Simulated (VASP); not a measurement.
# BH3C18 in VASP: a series of runs

The runs below take BH3C18 through single point, with PBEsol.

Program: VASP 6.6.1. These are calculated values, not measurements. Logs are shortened: lines on timing, memory, paths and dates and some standing lists are left out, and cuts for length are marked.

## 1. The cell of the first run

The cell holds a slab with vacuum, 22 atoms: a = 7.398 Å, b = 7.398 Å, c = 13.000 Å, α = 90.00°, β = 90.00°, γ = 120.00°.

## 2. Single point, PBEsol

INCAR

```
SYSTEM = BH3C18
PREC = Accurate
ENCUT = 520
EDIFF = 1E-6
ISMEAR = 0
SIGMA = 0.02
LREAL = Auto
LASPH = .True.
NELM = 80
ALGO = Normal
ISIF = 2
LWAVE = .False.
LCHARG = .False.
GGA = PS
NBANDS = 56
```

KPOINTS

```
regular mesh
0
Gamma
  2 2 1
  0 0 0
```

POSCAR

```
BH3C18
1.0
    7.3980000000      0.0000000000      0.0000000000
   -3.6990000000      6.4068560000      0.0000000000
    0.0000000000      0.0000000000     13.0000000000
C B H
18 1 3
Direct
    0.0041912483      0.0004668436      0.0739881538
    0.2271490303      0.1146665385      0.0726349231
    0.0047714760      0.3389525221      0.0815250769
    0.2284284986      0.4504896005      0.0807463077
    0.0045894351      0.6697536202      0.0693136154
    0.2257481092      0.7803023823      0.0739198462
    0.3361681170      0.0019810029      0.0690796923
    0.5604154025      0.1144720593      0.0623442308
    0.3381588053      0.3359034447      0.0751588462
    0.5607849853      0.4486559398      0.0680225385
    0.3346410134      0.6680668334      0.0819742308
    0.5636766235      0.7843616276      0.0975449231
    0.6687269594      0.0067902260      0.0655507692
    0.8915872407      0.1130630999      0.0783000000
    0.6716163432      0.3378917834      0.0636185385
    0.8922835893      0.4489297090      0.0709118462
    0.6731631665      0.6680262519      0.0705227692
    0.8922104321      0.7792889367      0.0681633846
    0.9008494760      0.1568438560      0.2066318462
    0.5972966192     -0.1860720765      0.1847128462
    1.0416613060      0.1624069590      0.2546002308
    0.7473615061      0.1477089543      0.2435528462
```

Potentials or basis: VASP PAW PBE potentials, release 64 (C, B, H).

Launch:

```bash
$ cat potpaw_PBE.64/C/POTCAR potpaw_PBE.64/B/POTCAR potpaw_PBE.64/H/POTCAR > POTCAR
$ mpirun -np 1 vasp_std > vasp.out
```

OUTCAR:

```text
SYSTEM = BH3C18
   PREC = Accurate
   ENCUT = 520
   EDIFF = 1E-6
   ISMEAR = 0
   LREAL = Auto
   LASPH = .True.
   NELM = 80
   ISIF = 2
   GGA = PS

 ion  position               nearest neighbor table
   1  0.004  0.000  0.074-  18 1.42   2 1.43  14 1.44
   2  0.227  0.115  0.073-   9 1.42   7 1.42   1 1.43
   3  0.005  0.339  0.082-  16 1.43   4 1.43  14 1.45  19 2.00
   4  0.228  0.450  0.081-  11 1.39   3 1.43   9 1.44
   5  0.005  0.670  0.069-  16 1.42   6 1.42  18 1.42
   6  0.226  0.780  0.074-   5 1.42  11 1.42   7 1.42
   7  0.336  0.002  0.069-   2 1.42   6 1.42   8 1.44
   8  0.560  0.114  0.062-  13 1.38  15 1.43   7 1.44
   9  0.338  0.336  0.075-   2 1.42  10 1.43   4 1.44
  10  0.561  0.449  0.068-  17 1.41  15 1.42   9 1.43
  11  0.335  0.668  0.082-   4 1.39   6 1.42  12 1.48
  12  0.564  0.784  0.098-  20 1.16  11 1.48  13 1.49  17 1.49
  13  0.669  0.007  0.066-   8 1.38  14 1.44  12 1.49
  14  0.892  0.113  0.078-  13 1.44   1 1.44   3 1.45  19 1.69
  15  0.672  0.338  0.064-  16 1.42  10 1.42   8 1.43
  16  0.892  0.449  0.071-   5 1.42  15 1.42   3 1.43
  17  0.673  0.668  0.071-  18 1.40  10 1.41  12 1.49
  18  0.892  0.779  0.068-  17 1.40   1 1.42   5 1.42
  19  0.901  0.157  0.207-  21 1.20  22 1.20  14 1.69   3 2.00
  20  0.597  0.814  0.185-  12 1.16
  21  0.042  0.162  0.255-  19 1.20
  22  0.747  0.148  0.244-  19 1.20

  LATTYP: Found a hexagonal cell.
 ALAT       =     7.3980000000
 C/A-ratio  =     1.7572316842

  Lattice vectors:

 A1 = (   7.3980000000,   0.0000000000,   0.0000000000)
 A2 = (  -3.6990000000,   6.4068560000,   0.0000000000)
 A3 = (   0.0000000000,   0.0000000000,  13.0000000000)

Analysis of symmetry for initial positions (statically):
=====================================================================
 Subroutine PRICEL returns:
 Original cell was already a primitive cell.

 Routine SETGRP: Setting up the symmetry group for a
 hexagonal supercell.

 Subroutine GETGRP returns: Found  1 space group operations
 (whereof  1 operations were pure point group operations)
 out of a pool of 24 trial point group operations.

The static configuration has the point symmetry C_1 .

Analysis of symmetry for dynamics (positions and initial velocities):
=====================================================================
 Subroutine PRICEL returns:
 Original cell was already a primitive cell.

 Routine SETGRP: Setting up the symmetry group for a
 hexagonal supercell.

 Subroutine GETGRP returns: Found  1 space group operations
[... 122 lines left out ...]
   EDIFF  = 0.1E-05   stopping-criterion for ELM
   LREAL  =      T    real-space projection
   EDIFFG = 0.1E-04   stopping-criterion for IOM
   NSW    =      0    number of steps for IOM
[... 5 lines left out ...]
   TEBEG  =    0.0;   TEEND  =   0.0 temperature during run
   PSTRESS=    0.0 pullay stress
   NELECT =      78.0000    total number of electrons
   NUPDOWN=      -1.0000    fix difference up-down
   EMIN   =  10.00;   EMAX   =-10.00  energy-range for DOS
   EFERMI =   0.00;   METHOD = LEGACY
   ISMEAR =     0;   SIGMA  =   0.02  broadening in eV -4-tet -1-fermi 0-gaus
   EFERMI_NEDOS =   21; number of points for ismear=-14 and -15
   IALGO  =     38    algorithm
   IMIX   =      4    mixing-type and parameters
     AMIX     =   0.40;   BMIX     =  1.00
     AMIX_MAG =   1.60;   BMIX_MAG =  1.00
  volume/ion in A,a.u.               =      28.01       189.01
  Fermi-wavevector in a.u.,A,eV,Ry     =   0.822001  1.553356  9.193253  0.675685
  Thomas-Fermi vector in A             =   1.933259
   LORBIT       =      0    0 simple, 1 ext, 2 COOP (PROOUT), +10 PAW based schemes
   GGA     = PS    functional components
   LHFCALC =     F    Hartree Fock is set to
   AEXX    =    0.0000 exact exchange contribution
   IVDW    =     0    specifies the selected vdW correction
   LEPSILON=     F    determine dielectric tensor
   LRPA    =     F    only Hartree local field effects (RPA)
 non-spin polarized calculation
 Gauss-broadening in eV      SIGMA  =   0.02
  energy-cutoff  :      520.00
  volume of cell :      616.17
 maximum number of plane-waves:     16651
 NGX is ok and might be reduce to    56
   NGX = 27   NGY = 27   NGZ = 49

 number of electron      77.9999998 magnetization

 Free energy of the ion-electron system (eV)
  ---------------------------------------------------
  ext. energy  EPLUGINS =         0.00000000
  ---------------------------------------------------
  free energy    TOTEN  =      -186.86713954 eV

  energy without entropy =     -186.86698690  energy(sigma->0) =     -186.86706322

 E-fermi :  -1.7395     XC(G=0):  -3.7311

 val. band max:       -1.7775370996   @ k =   0.0000   0.5000   0.0000
 cond. band min:      -1.7015382535   @ k =   0.5000   0.5000   0.0000
 fundamental gap:      0.0759988461
 Fermi energy:        -1.7395376765

 k-point     1 :       0.0000    0.0000    0.0000
  band No.  band energies     occupation
      1     -21.4950      2.00000
      2     -19.2838      2.00000
      3     -18.9327      2.00000
      4     -18.8175      2.00000
      5     -18.7280      2.00000
      6     -18.7141      2.00000
[... 205 lines left out ...]
     50       3.7447      0.00000
     51       4.1076      0.00000
 [bands above 51 left out]

------------------------ aborting loop because EDIFF is reached ----------------------------------------

  FORCE on cell =-STRESS in cart. coord.  units (eV):
  Direction    XX          YY          ZZ          XY          YZ          ZX
  --------------------------------------------------------------------------------------
  -------------------------------------------------------------------------------------
  Total        1.9399492      2.0479750     -0.5843330     -0.2303228      1.0697143      0.3128048
  in kB        5.0442696      5.3251591     -1.5193867     -0.5988869      2.7814788      0.8133572
  external PRESSURE =       2.9500140 kB  Pullay stress =       0.0000000 kB

 VOLUME and BASIS-vectors are now :
 -----------------------------------------------------------------------------
  energy-cutoff  :      520.00
  volume of cell :      616.17
      direct lattice vectors                 reciprocal lattice vectors
     7.398000000  0.000000000  0.000000000     0.135171668  0.078041398  0.000000000
    -3.699000000  6.406856000  0.000000000     0.000000000  0.156082796  0.000000000
     0.000000000  0.000000000 13.000000000     0.000000000  0.000000000  0.076923077

 POSITION                                       TOTAL-FORCE (eV/Angst)
 -----------------------------------------------------------------------------------
      0.02928      0.00299      0.96185        -0.008245     -0.016922      0.016106
      1.25630      0.73465      0.94425        -0.000018     -0.016381     -0.007150
     -1.21849      2.17162      1.05983        -0.008740     -0.031612      0.081818
      0.02355      2.88622      1.04970         0.003729     -0.028680      0.017276
     -2.44347      4.29102      0.90108        -0.006640     -0.015261      0.008455
     -1.21625      4.99928      0.96096        -0.014275     -0.034149      0.005284
[... 14 lines left out ...]
     -0.29253      1.04052      3.30980         0.111275      0.200698     -0.087885
      4.98261      0.94635      3.16619         0.080054      0.102631     -0.017002
 -----------------------------------------------------------------------------------
    total drift:                               -0.010079     -0.001091      0.012605

  FREE ENERGIE OF THE ION-ELECTRON SYSTEM (eV)
  ---------------------------------------------------
  free  energy   TOTEN  =      -186.8671395394 eV

  energy  without entropy=     -186.8669868990  energy(sigma->0) =     -186.86706322
```

stdout:

```text
POSCAR found type information on POSCAR C B H
 POSCAR found :  3 types and      22 ions
 scaLAPACK will be used
 -----------------------------------------------------------------------------
|                                                                             |
|                                                                             |
|     You enforced a specific xc type in the INCAR file but a different       |
|     I HOPE YOU KNOW WHAT YOU ARE DOING!                                     |
|                                                                             |
 -----------------------------------------------------------------------------

 LDA part: xc-table for (Slater+PW92), standard interpolation
 POSCAR, INCAR and KPOINTS ok, starting setup
 FFT: planning ... GRIDC
 FFT: planning ... GRID_SOFT
 FFT: planning ... GRID
 WAVECAR not read
 entering main loop
```

Wall time 5 min (1 thread of Intel Xeon Platinum 8124M at 3.00GHz (Skylake/Cascade Lake), shared host); peak memory 0.64 GiB.

What came out:

```
Free energy            : -186.8671 eV
Largest force          : 0.411 eV/Å
Band gap on the k mesh : zero (band 39 reaches -1.70 eV, above the bottom of band 40 at -1.84 eV)
```

Forces in eV/Å, atoms in the order of the input:
```
C   -0.008 -0.017  0.016
C    0.000 -0.016 -0.007
C   -0.009 -0.032  0.082
C    0.004 -0.029  0.017
C   -0.007 -0.015  0.008
C   -0.014 -0.034  0.005
C    0.008 -0.031  0.002
C   -0.002 -0.023  0.025
C    0.007 -0.017  0.012
C    0.000 -0.027  0.004
C   -0.004 -0.030 -0.013
C   -0.033 -0.051  0.018
C   -0.004 -0.034  0.037
C    0.020 -0.044 -0.055
C   -0.007 -0.028  0.017
C   -0.020 -0.014  0.027
C   -0.018 -0.024  0.018
C   -0.004 -0.031  0.014
B    0.086  0.388 -0.105
H   -0.187 -0.193 -0.016
H    0.111  0.201 -0.088
H    0.080  0.103 -0.017
```

Levels at points of the mesh, in eV from the Fermi level:
| k point | band 36 | band 37 | band 38 | band 39 | band 40 | band 41 | band 42 | band 43 |
| --- | --- | --- | --- | --- | --- | --- | --- | --- |
| (0.00, 0.00, 0.00) | -3.06 | -1.95 | -0.85 | -0.69 | -0.10 | 1.65 | 2.23 | 3.40 |
| (0.50, 0.00, 0.00) | -2.92 | -2.59 | -2.48 | -0.21 | 0.49 | 1.65 | 2.12 | 2.44 |
| (0.00, 0.50, 0.00) | -3.08 | -2.69 | -2.52 | -0.04 | 0.88 | 0.99 | 2.19 | 2.38 |
| (0.50, 0.50, 0.00) | -3.12 | -2.62 | -2.51 | 0.04 | 0.46 | 1.45 | 2.24 | 2.37 |

Caveat: the k points lie up to 0.49 Å⁻¹ apart; the PAW data sets were made with another functional, which shifts forces and pressure a little.

## 3. Single point, PBEsol

INCAR

```
SYSTEM = BH3C18
  PREC = Accurate
  ENCUT = 520
  EDIFF = 1E-6
  ISMEAR = 0
  SIGMA = 0.02
  LREAL = Auto
  LASPH = .TRUE.
  NELM = 80
  ALGO = Normal
  ISIF = 2
  LWAVE = .FALSE.
  LCHARG = .TRUE.
  GGA = PS
  LELF = .TRUE.
  LVHAR = .TRUE.
  NBANDS = 56
```

KPOINTS

```
regular mesh
0
G
  2 2 1
  0 0 0
```

POSCAR

```
BH3C18
1.0
    7.3980000000      0.0000000000      0.0000000000
   -3.6990000000      6.4068560000      0.0000000000
    0.0000000000      0.0000000000     13.0000000000
C B H
18 1 3
Direct
    0.0023674170     -0.0024322382      0.0716345385
    0.2236717883      0.1103308706      0.0712824615
    0.0008670881      0.3335392586      0.0839901538
    0.2257412455      0.4461929533      0.0786518462
    0.0006279527      0.6648460649      0.0683096154
    0.2227717579      0.7757600608      0.0726314615
    0.3345249867     -0.0022744385      0.0703186923
    0.5570380135      0.1097221476      0.0661920000
    0.3351401828      0.3320386786      0.0740246923
    0.5581266758      0.4445734382      0.0685640769
    0.3303004795      0.6626563794      0.0791925385
    0.5578383949      0.7777062572      0.1004012308
    0.6673301627      0.0021380221      0.0714931538
    0.8883842395      0.1074578545      0.0758523846
    0.6681004223      0.3329121179      0.0645858462
    0.8884089995      0.4446352470      0.0707525385
    0.6702812640      0.6639061343      0.0729659231
    0.8891925354      0.7754188638      0.0683305385
    0.9237795624      0.1984720743      0.2019834615
    0.5685915164     -0.2117764158      0.1872350769
    1.0542336676      0.1814573326      0.2486758462
    0.7723758430      0.1884297072      0.2415326154
```

Potentials or basis: VASP PAW PBE potentials, release 64 (C, B, H).

Launch:

```bash
$ cat potpaw_PBE.64/C/POTCAR potpaw_PBE.64/B/POTCAR potpaw_PBE.64/H/POTCAR > POTCAR
$ mpirun -np 1 vasp_std > vasp.out
```

Run time: 4.5 min. Hardware: 1 thread of Intel Xeon Platinum 8124M at 3.00GHz (Skylake/Cascade Lake), shared host; peak memory 0.64 GiB.

Results (log left out):

| Item | Value |
| --- | --- |
| Free energy | -187.0991 eV |
| Largest force | 0.199 eV/Å |
| Band gap on the k mesh | zero (band 39 reaches -1.75 eV, above the bottom of band 40 at -1.84 eV) |

Forces in eV/Å, atoms in the order of the input:
```
C   -0.003 -0.013 -0.018
C    0.006 -0.014 -0.013
C    0.003 -0.014  0.026
C   -0.005 -0.024 -0.021
C    0.001 -0.019 -0.016
C    0.001 -0.016 -0.004
C   -0.004 -0.022  0.012
C    0.006 -0.018  0.035
C   -0.003 -0.009 -0.005
C    0.003 -0.020  0.001
C    0.013 -0.022 -0.031
C   -0.007 -0.042  0.033
C   -0.002 -0.033  0.032
C    0.010 -0.025 -0.021
C   -0.001 -0.024  0.007
C   -0.004 -0.025  0.000
C   -0.016 -0.013  0.018
C    0.002 -0.009  0.000
B    0.023  0.193 -0.043
H   -0.076 -0.111  0.058
H    0.043  0.094 -0.044
H    0.012  0.187 -0.007
```

Levels at points of the mesh, in eV from the Fermi level:
| k point | band 37 | band 38 | band 39 | band 40 | band 41 | band 42 |
| --- | --- | --- | --- | --- | --- | --- |
| (0.00, 0.00, 0.00) | -2.03 | -0.98 | -0.65 | -0.08 | 1.95 | 2.23 |
| (0.50, 0.00, 0.00) | -2.54 | -2.48 | -0.02 | 0.30 | 1.81 | 2.13 |
| (0.00, 0.50, 0.00) | -2.68 | -2.47 | 0.02 | 0.72 | 1.20 | 2.20 |
| (0.50, 0.50, 0.00) | -2.64 | -2.46 | -0.05 | 0.49 | 1.73 | 2.22 |

Caveat: the k points lie up to 0.49 Å⁻¹ apart; the PAW data sets were made with another functional, which shifts forces and pressure a little.

[end of part 1 of 2]
